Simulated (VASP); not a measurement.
# Nb3Sn (Pm-3n) in VASP: settings compared

Aim: see how the results for Nb3Sn move with the level of theory and the settings. Levels: PBEsol, r2SCAN. Tasks: relaxation of cell and atoms, single point.

Program: VASP 6.6.1. These are calculated values, not measurements. Logs are shortened: lines on timing, memory, paths and dates and some standing lists are left out, and cuts for length are marked.

### Step 1. The cell of the first run

Symmetry: Pm-3n, No. 223, cubic system. The conventional cell has a = 5.282 Å, b = 5.282 Å, c = 5.282 Å, α = 90.00°, β = 90.00°, γ = 90.00°. Within 3.5 Å of Nb (site symmetry -4m2) lie 10 Nb at 2.64 to 3.23 Å and 4 Sn at 2.95 Å. Sn (site symmetry m-3) has 12 Nb at 2.95 Å within 3.9 Å.

### Step 2. Relaxation of cell and atoms, PBEsol

File INCAR:

```
ALGO = Normal ; EDIFF = 1E-7
EDIFFG = -0.01 ; ENCUT = 600
GGA = PS ; IBRION = 2
ISIF = 3 ; ISMEAR = -1
LASPH = T ; LCHARG = F
LREAL = F ; LWAVE = F
NELM = 60 ; NSW = 80
PREC = Accurate ; SIGMA = 0.1
```

File KPOINTS:

```
k-points
0
Gamma
  6 6 6
```

File POSCAR:

```
Nb3Sn
1.0
    5.2821000000      0.0000000000      0.0000000000
    0.0000000000      5.2821000000      0.0000000000
    0.0000000000      0.0000000000      5.2821000000
Nb Sn
6 2
Direct
    0.2500000000      0.0000000000      0.5000000000
    0.5000000000      0.7500000000      0.0000000000
    0.7500000000      0.0000000000      0.5000000000
    0.5000000000      0.2500000000      0.0000000000
    0.0000000000      0.5000000000      0.7500000000
    0.0000000000      0.5000000000      0.2500000000
    0.0000000000      0.0000000000      0.0000000000
    0.5000000000      0.5000000000      0.5000000000
```

Potentials or basis: VASP PAW PBE potentials, release 64 (Nb_sv, Sn_d).

Run with:

```bash
$ cat potpaw_PBE.64/Nb_sv/POTCAR potpaw_PBE.64/Sn_d/POTCAR > POTCAR
$ mpirun -np 1 vasp_std > vasp.out
```

OUTCAR:

```text
EDIFF = 1E-7
   EDIFFG = -0.01
   ENCUT = 600
   GGA = PS
   IBRION = 2
   ISIF = 3
   ISMEAR = -1
   LASPH = T
   LREAL = F
   NELM = 60
   NSW = 80
   PREC = Accurate

 ion  position               nearest neighbor table
   1  0.250  0.000  0.500-   3 2.64   3 2.64   8 2.95   7 2.95   8 2.95   7 2.95
   2  0.500  0.750  0.000-   4 2.64   4 2.64   8 2.95   8 2.95   7 2.95   7 2.95
   3  0.750  0.000  0.500-   1 2.64   1 2.64   8 2.95   7 2.95   8 2.95   7 2.95
   4  0.500  0.250  0.000-   2 2.64   2 2.64   8 2.95   8 2.95   7 2.95   7 2.95
   5  0.000  0.500  0.750-   6 2.64   6 2.64   8 2.95   7 2.95   7 2.95   8 2.95
   6  0.000  0.500  0.250-   5 2.64   5 2.64   8 2.95   7 2.95   7 2.95   8 2.95
   7  0.000  0.000  0.000-   1 2.95   2 2.95   3 2.95   4 2.95   5 2.95   6 2.95   1 2.95   3 2.95
                             5 2.95   6 2.95   2 2.95   4 2.95
   8  0.500  0.500  0.500-   1 2.95   2 2.95   3 2.95   4 2.95   5 2.95   6 2.95   2 2.95   4 2.95
                             1 2.95   3 2.95   5 2.95   6 2.95

  LATTYP: Found a simple cubic cell.
 ALAT       =     5.2821000000

  Lattice vectors:

 A1 = (   5.2821000000,   0.0000000000,   0.0000000000)
 A2 = (   0.0000000000,   5.2821000000,   0.0000000000)
 A3 = (   0.0000000000,   0.0000000000,   5.2821000000)

Analysis of symmetry for initial positions (statically):
=====================================================================
 Subroutine PRICEL returns:
 Original cell was already a primitive cell.

 Routine SETGRP: Setting up the symmetry group for a
 simple cubic supercell.

 Subroutine GETGRP returns: Found 48 space group operations
 (whereof 24 operations were pure point group operations)
 out of a pool of 48 trial point group operations.

The static configuration has the point symmetry T_h .
 The point group associated with its full space group is O_h .

Analysis of symmetry for dynamics (positions and initial velocities):
=====================================================================
 Subroutine PRICEL returns:
 Original cell was already a primitive cell.

 Routine SETGRP: Setting up the symmetry group for a
 simple cubic supercell.

 Subroutine GETGRP returns: Found 48 space group operations
 (whereof 24 operations were pure point group operations)
 out of a pool of 48 trial point group operations.

The dynamic configuration has the point symmetry T_h .
 The point group associated with its full space group is O_h .

 Subroutine INISYM returns: Found 48 space group operations
 (whereof 24 operations are pure point group operations),
 and found     1 'primitive' translations

----------------------------------------------------------------------------------------

                                     Primitive cell

  volume of cell :     147.3737

  direct lattice vectors                    reciprocal lattice vectors
     5.282100000  0.000000000  0.000000000     0.189318642  0.000000000  0.000000000
     0.000000000  5.282100000  0.000000000     0.000000000  0.189318642  0.000000000
     0.000000000  0.000000000  5.282100000     0.000000000  0.000000000  0.189318642

  length of vectors
     5.282100000  5.282100000  5.282100000     0.189318642  0.189318642  0.189318642

  position of ions in fractional coordinates (direct lattice)
     0.250000000  0.000000000  0.500000000
     0.500000000  0.750000000  0.000000000
     0.750000000  0.000000000  0.500000000
     0.500000000  0.250000000  0.000000000
     0.000000000  0.500000000  0.750000000
     0.000000000  0.500000000  0.250000000
     0.000000000  0.000000000  0.000000000
     0.500000000  0.500000000  0.500000000

  ion indices of the primitive-cell ions
   primitive index   ion index
                 1           1
                 2           2
                 3           3
                 4           4
                 5           5
                 6           6
                 7           7
                 8           8

----------------------------------------------------------------------------------------

 KPOINTS: k-points

Automatic generation of k-mesh.
 Grid dimensions read from file:
 generate k-points for:    6    6    6

 Generating k-lattice:

  Cartesian coordinates                     Fractional coordinates (reciprocal lattice)
     0.031553107  0.000000000  0.000000000     0.166666667  0.000000000  0.000000000
     0.000000000  0.031553107  0.000000000     0.000000000  0.166666667  0.000000000
     0.000000000  0.000000000  0.031553107     0.000000000  0.000000000  0.166666667

  Length of vectors
     0.031553107  0.031553107  0.031553107

  Shift w.r.t. Gamma in fractional coordinates (k-lattice)
     0.000000000  0.000000000  0.000000000

 Subroutine IBZKPT returns following result:
 ===========================================

 Found     20 irreducible k-points:

 Following reciprocal coordinates:
            Coordinates               Weight
  0.000000  0.000000  0.000000      1.000000
  0.166667  0.000000  0.000000      6.000000
  0.333333  0.000000  0.000000      6.000000
  0.500000  0.000000  0.000000      3.000000
  0.166667  0.166667  0.000000     12.000000
  0.333333  0.166667  0.000000     24.000000
[... 12 lines left out ...]
  0.500000  0.500000  0.333333      6.000000
  0.500000  0.500000  0.500000      1.000000
   k-points           NKPTS =     20   k-points in BZ     NKDIM =     20   number of bands    NBANDS=     63
   number of dos      NEDOS =    301   number of ions     NIONS =      8
   total plane-waves  NPLWV =  74088
   dimension x,y,z NGX =    42 NGY =   42 NGZ =   42
   dimension x,y,z NGXF=    84 NGYF=   84 NGZF=   84
   ions per type =               6   2
   NGX,Y,Z   is equivalent  to a cutoff of  13.22, 13.22, 13.22 a.u.
   NGXF,Y,Z  is equivalent  to a cutoff of  26.44, 26.44, 26.44 a.u.
 SYSTEM =  unknown system
   PREC   = accura    normal or accurate (medium, high low for compatibility)
   ISTART =      0    job   : 0-new  1-cont  2-samecut
   ICHARG =      2    charge: 1-file 2-atom 10-const
   ISPIN  =      1    spin polarized calculation?
   LNONCOLLINEAR =      F non collinear calculations
   LSORBIT =      F    spin-orbit coupling
   LASPH  =      T    aspherical Exc in radial PAW
   ENCUT  =  600.0 eV  44.10 Ry    6.64 a.u.  10.55 10.55 10.55*2*pi/ulx,y,z
   NELM   =     60;   NELMIN=  2; NELMDL= -5     # of ELM steps
   EDIFF  = 0.1E-06   stopping-criterion for ELM
   LREAL  =      F    real-space projection
   EDIFFG = -.1E-01   stopping-criterion for IOM
   NSW    =     80    number of steps for IOM
   IBRION =      2    ionic relax: 0-MD 1-quasi-New 2-CG
   NFREE  =      1    steps in history (QN), initial steepest desc. (CG)
   ISIF   =      3    stress and relaxation
   ISYM   =      2    0-nonsym 1-usesym 2-fastsym
   POTIM  = 0.5000    time-step for ionic-motion
   TEBEG  =    0.0;   TEEND  =   0.0 temperature during run
   PSTRESS=    0.0 pullay stress
   NELECT =     106.0000    total number of electrons
   NUPDOWN=      -1.0000    fix difference up-down
   EMIN   =  10.00;   EMAX   =-10.00  energy-range for DOS
   EFERMI =   0.00;   METHOD = LEGACY
   ISMEAR =    -1;   SIGMA  =   0.10  broadening in eV -4-tet -1-fermi 0-gaus
   EFERMI_NEDOS =   21; number of points for ismear=-14 and -15
   IALGO  =     38    algorithm
   IMIX   =      4    mixing-type and parameters
     AMIX     =   0.40;   BMIX     =  1.00
     AMIX_MAG =   1.60;   BMIX_MAG =  1.00
  volume/ion in A,a.u.               =      18.42       124.32
  Fermi-wavevector in a.u.,A,eV,Ry     =   1.466798  2.771845 29.272866  2.151495
  Thomas-Fermi vector in A             =   2.582492
   LORBIT       =      0    0 simple, 1 ext, 2 COOP (PROOUT), +10 PAW based schemes
   GGA     = PS    functional components
   LHFCALC =     F    Hartree Fock is set to
   AEXX    =    0.0000 exact exchange contribution
   IVDW    =     0    specifies the selected vdW correction
   LEPSILON=     F    determine dielectric tensor
   LRPA    =     F    only Hartree local field effects (RPA)
 conjugate gradient relaxation of ions
 non-spin polarized calculation
  energy-cutoff  :      600.00
  volume of cell :      147.37
 maximum number of plane-waves:      4950
   NGX = 21   NGY = 21   NGZ = 21

--------------------------------------- Ionic step        1  -------------------------------------------

 number of electron     106.0000023 magnetization

 Free energy of the ion-electron system (eV)
  ---------------------------------------------------
  ext. energy  EPLUGINS =         0.00000000
  ---------------------------------------------------
  free energy    TOTEN  =       -76.12278246 eV

  energy without entropy =      -75.79461411  energy(sigma->0) =      -75.95869828

------------------------ aborting loop because EDIFF is reached ----------------------------------------

  FORCE on cell =-STRESS in cart. coord.  units (eV):
  Direction    XX          YY          ZZ          XY          YZ          ZX
  --------------------------------------------------------------------------------------
  -------------------------------------------------------------------------------------
  Total       -2.2324201     -2.2324201     -2.2324201     -0.0000000      0.0000000      0.0000000
  in kB      -24.2698247    -24.2698247    -24.2698247     -0.0000000      0.0000000      0.0000000
  external PRESSURE =     -24.2698247 kB  Pullay stress =       0.0000000 kB
[... 69 lines left out ...]
  energy  without entropy=      -75.7618819681  energy(sigma->0) =      -75.92157921

--------------------------------------- Ionic step        3  -------------------------------------------

 number of electron     106.0000020 magnetization

 Free energy of the ion-electron system (eV)
  ---------------------------------------------------
  ext. energy  EPLUGINS =         0.00000000
  ---------------------------------------------------
  free energy    TOTEN  =       -76.13865510 eV

  energy without entropy =      -75.81348366  energy(sigma->0) =      -75.97606938

 E-fermi :  11.5311     XC(G=0): -12.5704

 val. band max:       11.5310778303   @ k =   0.5000   0.5000   0.5000
 cond. band min:      11.5439676405   @ k =   0.5000   0.5000   0.1667
 fundamental gap:      0.0128898101
 Fermi energy:        11.5311396774

 k-point     1 :       0.0000    0.0000    0.0000
  band No.  band energies     occupation
      1     -42.9381      2.00000
      2     -42.8595      2.00000
      3     -42.8595      2.00000
      4     -42.6238      2.00000
      5     -42.6238      2.00000
      6     -42.6238      2.00000
[... 1344 lines left out ...]
  FREE ENERGIE OF THE ION-ELECTRON SYSTEM (eV)
  ---------------------------------------------------
  free  energy   TOTEN  =       -76.1386551050 eV

  energy  without entropy=      -75.8134836556  energy(sigma->0) =      -75.97606938

 reached required accuracy - stopping structural energy minimisation
```

Run time: 16 min. Hardware: 1 thread of Intel Xeon 6975P-C (Granite Rapids), shared host; peak memory 0.38 GiB.

What came out:

```
Free energy                           : -76.1387 eV
Relaxed volume                        : 18.17 Å³/atom
Relaxed cell                          : a = 5.257 Å, b = 5.257 Å, c = 5.257 Å, α = 90.00°, β = 90.00°, γ = 90.00°
Space group after relaxing (to 0.1 Å) : Pm-3n (No. 223)
Energy gained by relaxing             : 2.0 meV/atom
Ionic steps                           : 3
Pressure after relaxing               : 0.0 GPa
Band gap on the k mesh                : zero (bands 53 and 54 overlap by 0.58 eV)
```

Step by step:
| step | energy change (eV) | largest force (eV/Å) | pressure (GPa) | volume (Å³) |
| --- | --- | --- | --- | --- |
| 1 | 0.0000 | 0.0000 | -2.43 | 147.37 |
| 2 | 0.0415 | 0.0000 | 4.95 | 141.50 |
| 3 | -0.0159 | 0.0000 | -0.02 | 145.32 |

Final structure:
```
CELL_PARAMETERS angstrom
5.25745 0.00000 0.00000
0.00000 5.25745 0.00000
0.00000 0.00000 5.25745
ATOMIC_POSITIONS crystal
Nb 0.25000 0.00000 0.50000
Nb 0.50000 0.75000 0.00000
Nb 0.75000 0.00000 0.50000
Nb 0.50000 0.25000 0.00000
Nb 0.00000 0.50000 0.75000
Nb 0.00000 0.50000 0.25000
Sn 0.00000 0.00000 0.00000
Sn 0.50000 0.50000 0.50000
```

Levels at points of the mesh, in eV from the Fermi level:
```
           k point  band 51  band 52  band 53  band 54  band 55  band 56
(0.00, 0.00, 0.00)    -0.58    -0.58    -0.09    -0.09     2.40     2.40
(0.50, 0.00, 0.00)    -0.89    -0.89    -0.39    -0.39     1.54     1.54
(0.50, 0.50, 0.00)     0.13     0.13     0.19     0.56     0.63     0.63
(0.50, 0.50, 0.50)     0.00     0.00     0.12     0.12     0.12     0.12
```

Caveat: the PAW data sets were made with another functional, which shifts forces and pressure a little; spin-orbit coupling is left out, which moves the levels of the heavy elements.

### Step 3. Single point, r2SCAN

This run uses another cell than the first one, of 18.66 Å³/atom.

POSCAR: that of step 2 with these lines changed.

```diff
@@ -2,5 +2,5 @@
 1.0
-    5.2821000000      0.0000000000      0.0000000000
-    0.0000000000      5.2821000000      0.0000000000
-    0.0000000000      0.0000000000      5.2821000000
+    5.3046299302      0.0000000000      0.0000000000
+    0.0000000000      5.3046299302      0.0000000000
+    0.0000000000      0.0000000000      5.3046299302
 Nb Sn
```

File INCAR.step1:

```
PREC = Accurate
ENCUT = 520
ISMEAR = -1
SIGMA = 0.1
LREAL = False
LASPH = True
NELM = 60
NBANDS = 63
GGA = PE
ALGO = Normal
EDIFF = 1E-4
LWAVE = True
LCHARG = False
```

File INCAR.step2:

```
PREC = Accurate
ENCUT = 520
EDIFF = 1E-6
ISMEAR = -1
SIGMA = 0.1
LREAL = False
LASPH = True
NELM = 60
ALGO = Normal
ISIF = 2
LWAVE = False
LCHARG = True
METAGGA = R2SCAN
LMIXTAU = True
LELF = True
LVHAR = True
NBANDS = 63
ISTART = 1
```

File KPOINTS:

```
regular mesh
0
Gamma
  6 6 6
```

Potentials or basis: VASP PAW PBE potentials, release 64 (Nb_sv, Sn_d).

Run with:

```bash
$ cat potpaw_PBE.64/Nb_sv/POTCAR potpaw_PBE.64/Sn_d/POTCAR > POTCAR
$ cp INCAR.step1 INCAR
$ mpirun -np 1 vasp_std > vasp.out
$ cp INCAR.step2 INCAR
$ mpirun -np 1 vasp_std > vasp.out
```

It took 6.2 min on 1 thread of Intel Xeon 6975P-C (Granite Rapids), shared host; peak memory 0.33 GiB.

Results (log left out):

```yaml
Free_energy: -200.5264 eV
Pressure: -0.2 GPa
Band_gap_on_the_k_mesh: zero (bands 53 and 54 overlap by 0.62 eV)
```

Levels at points of the mesh, in eV from the Fermi level:
| k point | band 49 | band 50 | band 51 | band 52 | band 53 | band 54 | band 55 | band 56 | band 57 | band 58 |
| --- | --- | --- | --- | --- | --- | --- | --- | --- | --- | --- |
| (0.00, 0.00, 0.00) | -1.47 | -0.65 | -0.65 | -0.65 | -0.08 | -0.08 | 2.57 | 2.57 | 2.57 | 2.65 |
| (0.50, 0.00, 0.00) | -1.05 | -1.05 | -0.94 | -0.94 | -0.44 | -0.44 | 1.57 | 1.57 | 2.34 | 2.34 |
| (0.50, 0.50, 0.00) | 0.08 | 0.08 | 0.08 | 0.18 | 0.18 | 0.62 | 0.62 | 0.65 | 0.75 | 0.98 |
| (0.50, 0.50, 0.50) | 0.06 | 0.06 | 0.06 | 0.06 | 0.06 | 0.06 | 0.08 | 0.08 | 0.08 | 0.08 |

Caveat: the PAW data sets were made with another functional, which shifts forces and pressure a little; spin-orbit coupling is left out, which moves the levels of the heavy elements.

### Step 4. Single point, r2SCAN

This run uses another cell than the first one, of 18.66 Å³/atom.

POSCAR: that of step 3 with these lines changed.

```diff
@@ -2,5 +2,5 @@
 1.0
-    5.3046299302      0.0000000000      0.0000000000
-    0.0000000000      5.3046299302      0.0000000000
-    0.0000000000      0.0000000000      5.3046299302
+    5.3046299300      0.0000000000      0.0000000000
+    0.0000000000      5.3046299300      0.0000000000
+    0.0000000000      0.0000000000      5.3046299300
 Nb Sn
```

File INCAR.step1:

```
SYSTEM = Nb3Sn
ALGO = Normal
EDIFF = 1E-4
ENCUT = 520
GGA = PE
ISMEAR = -1
LASPH = .True.
LCHARG = .False.
LREAL = .False.
LWAVE = .True.
NBANDS = 63
NELM = 60
PREC = Accurate
SIGMA = 0.1
```

File INCAR.step2:

```
SYSTEM = Nb3Sn
ALGO = Normal
EDIFF = 1E-6
ENCUT = 520
ISIF = 2
ISMEAR = -1
ISTART = 1
LASPH = .True.
LCHARG = .False.
LMIXTAU = .True.
LREAL = .False.
LWAVE = .False.
METAGGA = R2SCAN
NBANDS = 63
NELM = 60
PREC = Accurate
SIGMA = 0.1
```

File KPOINTS:

```
k-points
0
Gamma
  7 7 7
  0 0 0
```

Run with:

```bash
$ cat potpaw_PBE.64/Nb_sv/POTCAR potpaw_PBE.64/Sn_d/POTCAR > POTCAR
$ cp INCAR.step1 INCAR
$ mpirun -np 1 vasp_std > vasp.out
$ cp INCAR.step2 INCAR
$ mpirun -np 1 vasp_std > vasp.out
```

Wall time 5.6 min (1 thread of Intel Xeon 6975P-C (Granite Rapids), shared host); peak memory 0.33 GiB.

It converged, with:

* Free energy: -200.5062 eV
* Pressure: 0.0 GPa
* Band gap on the k mesh: zero (bands 53 and 54 overlap by 0.23 eV)

Levels at points of the mesh, in eV from the Fermi level:
| k point | band 51 | band 52 | band 53 | band 54 | band 55 | band 56 |
| --- | --- | --- | --- | --- | --- | --- |
| (0.00, 0.00, 0.00) | -0.64 | -0.64 | -0.07 | -0.07 | 2.58 | 2.58 |

Caveat: the PAW data sets were made with another functional, which shifts forces and pressure a little; spin-orbit coupling is left out, which moves the levels of the heavy elements.

### Step 5. Overview

| task | level | cell | k mesh | cutoff (eV) | gap on the mesh (eV) | pressure (GPa) |
| --- | --- | --- | --- | --- | --- | --- |
| relaxation of cell and atoms | PBEsol | relaxed from a = 5.282 Å, 8 atoms | 6 × 6 × 6 | 600 | none | 0.0 |
| single point | r2SCAN | a = 5.305 Å, 8 atoms | 6 × 6 × 6 | 520 | none | -0.2 |
| single point | r2SCAN | a = 5.305 Å, 8 atoms | 7 × 7 × 7 | 520 | none | 0.0 |

Alike in all rows: potentials or basis VASP PAW PBE potentials, release 64 (Nb_sv, Sn_d); no spin polarisation; smearing fermi-dirac 0.1 eV.

Caveats: the PAW data sets were made with another functional, which shifts forces and pressure a little; spin-orbit coupling is left out, which moves the levels of the heavy elements.

Total energies depend on the potentials used, so only differences within one code and one set of settings carry meaning.

The gap in the log of VASP goes by the Fermi energy; the results here count the filled bands.